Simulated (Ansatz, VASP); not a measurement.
**W16O in VASP and in Ansatz**

```xyz
17
Lattice="6.3200 0.0000 0.0000 0.0000 6.3200 0.0000 0.0000 0.0000 6.3200" Properties=species:S:1:pos:R:3 pbc="T T T"
W     0.0333   -0.0225    0.0009
W     3.1581   -0.0162    0.0007
W     0.0333    3.1826    0.0009
W     0.0342   -0.0134    3.1607
W     1.5473    1.5801    1.5674
W     3.1581    3.1764    0.0007
W     3.0748   -0.1451    3.1609
W     4.8266    1.5801    1.4353
W     0.0342    3.1736    3.1607
W     1.5488    4.7401    1.5580
W     1.5471    1.5801    4.7544
W     3.0748    3.3052    3.1609
W     4.7440    4.7401    1.5645
W     4.8266    1.5801    4.8858
W     1.5485    4.7401    4.7633
W     4.7441    4.7401    4.7570
O     3.9509    1.5801    3.1605
```

Alike in both runs: functional PBE; k mesh 2 × 2 × 2; occupations fermi-dirac, width 0.1 eV; no spin polarisation.

Ansatz relaxed the structure, and its values are those at the end. VASP's run is a single point on that final structure, the one shown.

|  | VASP | Ansatz |
| --- | --- | --- |
| version | VASP 6.6.1 | Ansatz 0.2.0 |
| potentials or method | VASP PAW PBE potentials, release 64 (W_sv, O), cutoff 520 eV | scalar-relativistic, plane waves, PAW |
| valence electrons in the cell | 230 | 230 |

Ansatz gave:

| Quantity | Value |
| --- | --- |
| rms of the force components (eV/Å) | 0.012 |

Q: What did VASP give for the same quantities?

A: rms of the force components (eV/Å): 0.033.

The k mesh is coarse, so the values compare programs but aren't converged. Neither program's run includes spin-orbit coupling.
